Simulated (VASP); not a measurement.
# BaTe (CsCl type) (Pm-3m) in VASP: further runs, part 2 of 2

VASP 6.6.1.

**4. Relaxation of cell and atoms, PBE**

This run uses another cell than the first one, of 30.33 Å³/atom.

File INCAR:

```
  ALGO = Normal
  EDIFF = 1E-7
  EDIFFG = -0.005
  ENCUT = 600
  GGA = PE
  IBRION = 2
  ISIF = 3
  ISMEAR = -1
  LASPH = True
  LCHARG = False
  LREAL = False
  LWAVE = False
  NELM = 60
  NSW = 100
  PREC = Accurate
  SIGMA = 0.05
```

File KPOINTS:

```
k-points
0
Gamma
  9 9 9
```

File POSCAR:

```
BaTe
1.0
    3.9292820214      0.0000000000      0.0000000000
    0.0000000000      3.9292820214      0.0000000000
    0.0000000000      0.0000000000      3.9292820214
Ba Te
1 1
Direct
    0.0000000000      0.0000000000      0.0000000000
    0.5000000000      0.5000000000      0.5000000000
```

Potentials or basis: VASP PAW PBE potentials, release 64 (Ba_sv, Te).

The run is started by

```sh
$ cat potpaw_PBE.64/Ba_sv/POTCAR potpaw_PBE.64/Te/POTCAR > POTCAR
$ mpirun -np 1 vasp_std > vasp.out
```

OUTCAR:

```text
EDIFF = 1E-7
   EDIFFG = -0.005
   ENCUT = 600
   GGA = PE
   IBRION = 2
   ISIF = 3
   ISMEAR = -1
   LASPH = True
   LREAL = False
   NELM = 60
   NSW = 100
   PREC = Accurate

 ion  position               nearest neighbor table
   1  0.000  0.000  0.000-   2 3.40   2 3.40   2 3.40   2 3.40   2 3.40   2 3.40   2 3.40   2 3.40

   2  0.500  0.500  0.500-   1 3.40   1 3.40   1 3.40   1 3.40   1 3.40   1 3.40   1 3.40   1 3.40

  LATTYP: Found a simple cubic cell.
 ALAT       =     3.9292820214

  Lattice vectors:

 A1 = (   3.9292820214,   0.0000000000,   0.0000000000)
 A2 = (   0.0000000000,   3.9292820214,   0.0000000000)
 A3 = (   0.0000000000,   0.0000000000,   3.9292820214)

Analysis of symmetry for initial positions (statically):
=====================================================================
 Subroutine PRICEL returns:
 Original cell was already a primitive cell.

 Routine SETGRP: Setting up the symmetry group for a
 simple cubic supercell.

 Subroutine GETGRP returns: Found 48 space group operations
 (whereof 48 operations were pure point group operations)
 out of a pool of 48 trial point group operations.

The static configuration has the point symmetry O_h .

Analysis of symmetry for dynamics (positions and initial velocities):
=====================================================================
[... 168 lines left out ...]
  in kB      132.3570206    132.3570206    132.3570206     -0.0000000      0.0000000     -0.0000000
  external PRESSURE =     132.3570206 kB  Pullay stress =       0.0000000 kB
[... 23 lines left out ...]
--------------------------------------- Ionic step        2  -------------------------------------------

 number of electron      16.0000000 magnetization

 E-fermi :   3.5950     XC(G=0):  -8.3859

 val. band max:        3.0439137646   @ k =   0.4444   0.4444   0.0000
 cond. band min:       4.0904160865   @ k =   0.0000   0.0000   0.0000
 fundamental gap:      1.0465023219
 Fermi energy:         3.5950189892

 k-point     1 :       0.0000    0.0000    0.0000
  band No.  band energies     occupation
      1     -25.2052      2.00000
      2     -10.2429      2.00000
      3     -10.2429      2.00000
      4     -10.2429      2.00000
      5      -6.9674      2.00000
      6       2.7382      2.00000
      7       2.7382      2.00000
      8       2.7382      2.00000
      9       4.0904      0.00010
     10       4.0904      0.00010
     11       4.9783      0.00000
     12       7.4078      0.00000
[... 452 lines left out ...]
--------------------------------------- Ionic step        5  -------------------------------------------

 number of electron      16.0000000 magnetization

 Free energy of the ion-electron system (eV)
  ---------------------------------------------------
  ext. energy  EPLUGINS =         0.00000000
  ---------------------------------------------------
  free energy    TOTEN  =        -8.29266228 eV

  energy without entropy =       -8.29265908  energy(sigma->0) =       -8.29266068

 E-fermi :   4.1893     XC(G=0):  -8.7801

 val. band max:        3.7259647851   @ k =   0.4444   0.4444   0.0000
 cond. band min:       4.5909554864   @ k =   0.0000   0.0000   0.0000
 fundamental gap:      0.8649907013
 Fermi energy:         4.1893411549

 k-point     1 :       0.0000    0.0000    0.0000
  band No.  band energies     occupation
      1     -24.3275      2.00000
      2      -9.3608      2.00000
      3      -9.3608      2.00000
      4      -9.3608      2.00000
      5      -6.5654      2.00000
      6       3.4242      2.00000
      7       3.4242      2.00000
      8       3.4242      2.00000
      9       4.5910      0.00065
     10       4.5910      0.00065
     11       6.1588      0.00000
     12       8.3338      0.00000
[... 374 lines left out ...]
  FREE ENERGIE OF THE ION-ELECTRON SYSTEM (eV)
  ---------------------------------------------------
  free  energy   TOTEN  =        -8.2926622845 eV

  energy  without entropy=       -8.2926590797  energy(sigma->0) =       -8.29266068

 reached required accuracy - stopping structural energy minimisation
```

OSZICAR:

```text
N       E                     dE             d eps       ncg     rms          rms(c)
DAV:   1     0.977132254892E+02    0.97713E+02   -0.75468E+03   840   0.131E+03
DAV:   2    -0.234124574688E+01   -0.10005E+03   -0.94320E+02  1100   0.204E+02
DAV:   3    -0.766746660272E+01   -0.53262E+01   -0.52449E+01  1060   0.524E+01
[... 54 lines left out ...]
DAV:   3    -0.829266019137E+01    0.13874E-04   -0.53243E-05  1224   0.487E-02    0.580E-03
DAV:   4    -0.829266098807E+01   -0.79670E-06   -0.51544E-07  1008   0.634E-03    0.415E-03
DAV:   5    -0.829266207243E+01   -0.10844E-05   -0.33032E-07  1128   0.394E-03    0.115E-03
DAV:   6    -0.829266223040E+01   -0.15797E-06   -0.14396E-08   440   0.103E-03    0.460E-04
DAV:   7    -0.829266228449E+01   -0.54089E-07   -0.76593E-09   440   0.871E-04
   5 F= -.82926623E+01 E0= -.82926607E+01  d E =-.611161E-05
```

CONTCAR:

```text
BaTe
   1.00000000000000
     4.2638041347063389   -0.0000000000000000   -0.0000000000000000
     0.0000000000000000    4.2638041347063389   -0.0000000000000000
     0.0000000000000000    0.0000000000000000    4.2638041347063389
  Ba              Te
     1     1
Direct
     0.0000000000000000    0.0000000000000000    0.0000000000000000
     0.5000000000000000    0.5000000000000000    0.5000000000000000

  0.00000000E+00  0.00000000E+00  0.00000000E+00
  0.00000000E+00  0.00000000E+00  0.00000000E+00
```

It took 2 min on 1 thread of Intel Xeon Platinum 8259CL at 2.50GHz (Skylake/Cascade Lake), shared host; peak memory 0.21 GiB.

Results:

```yaml
Free_energy: -8.2927 eV
Relaxed_volume: 38.76 Å³/atom
Relaxed_cell: a = 4.264 Å, b = 4.264 Å, c = 4.264 Å, α = 90.00°, β = 90.00°, γ = 90.00°
Space_group_after_relaxing_to_0.1_Å: Pm-3m (No. 221)
Energy_gained_by_relaxing: 279.8 meV/atom
Ionic_steps: 5
Pressure_after_relaxing: 0.0 GPa
Band_gap_on_the_k_mesh: 0.86 eV (least direct gap 1.17 eV)
```

Step by step:
```csv
step,energy change (eV),largest force (eV/Å),pressure (GPa),volume (Å³)
1,0.0000,0.0000,13.24,60.67
2,-0.4924,0.0000,-2.49,85.43
3,-0.5596,0.0000,0.12,77.23
4,-0.5597,0.0000,-0.03,77.59
5,-0.5597,0.0000,0.00,77.52
```

Final structure:
```xyz
2
Lattice="4.2638 0.0000 0.0000 0.0000 4.2638 0.0000 0.0000 0.0000 4.2638" Properties=species:S:1:pos:R:3 pbc="T T T"
Ba    0.0000    0.0000    0.0000
Te    2.1319    2.1319    2.1319
```

Caveat: the volume moved by over 15 % at a fixed basis, so the end points are rough; spin-orbit coupling is left out, which moves the levels of the heavy elements; an odd mesh through Γ misses points on the zone boundary, where band edges can lie.

**5. The runs side by side**

```tsv
task	cell	cutoff (eV)	gap on the mesh (eV)	pressure (GPa)
single point	a = 4.270 Å, 2 atoms	520	0.88	-0.1
single point	a = 4.326 Å, 2 atoms	520	0.95	-1.2
relaxation of cell and atoms	relaxed from a = 3.929 Å, 2 atoms	600	0.86	0.0
```

Alike in all rows: level PBE; potentials or basis VASP PAW PBE potentials, release 64 (Ba_sv, Te); no spin polarisation; k mesh 9 × 9 × 9; smearing fermi-dirac 0.05 eV.

Caveats: spin-orbit coupling is left out, which moves the levels of the heavy elements; an odd mesh through Γ misses points on the zone boundary, where band edges can lie; the volume moved by over 15 % at a fixed basis, so the end points are rough (at least some runs).

Total energies depend on the potentials used, so only differences within one code and one set of settings carry meaning.
